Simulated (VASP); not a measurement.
A run of VASP 6.6.1 is set up as follows.

The input INCAR:

```
SYSTEM = Sc
PREC = Accurate
ENCUT = 520
EDIFF = 1E-6
ISMEAR = -1
SIGMA = 0.05
LREAL = .FALSE.
LASPH = .TRUE.
NELM = 60
ALGO = Fast
ISIF = 2
LWAVE = .FALSE.
LCHARG = .FALSE.
GGA = PE
NBANDS = 18
```

KPOINTS

```
Automatic mesh
0
G
  8 8 4
  0 0 0
```

File POSCAR:

```
Sc
1.0
    3.2428200000      0.0000000000      0.0000000000
   -1.6214100000      2.8083644999      0.0000000000
    0.0000000000      0.0000000000      5.2733000000
Sc
2
Direct
    0.6666666667      0.3333333333      0.7500000000
    0.3333333333      0.6666666667      0.2500000000
```

Potentials or basis: VASP PAW PBE potentials, release 64 (Sc_sv).

Command:

```sh
$ cat potpaw_PBE.64/Sc_sv/POTCAR > POTCAR
$ mpirun -np 1 vasp_std > vasp.out
```

(1) What does it give for the pressure?

(2) Estimate the band gap on the k mesh.

Results:

(1) 1.6 GPa.

(2) zero (band 11 reaches 4.67 eV, above the bottom of band 12 at 3.41 eV).
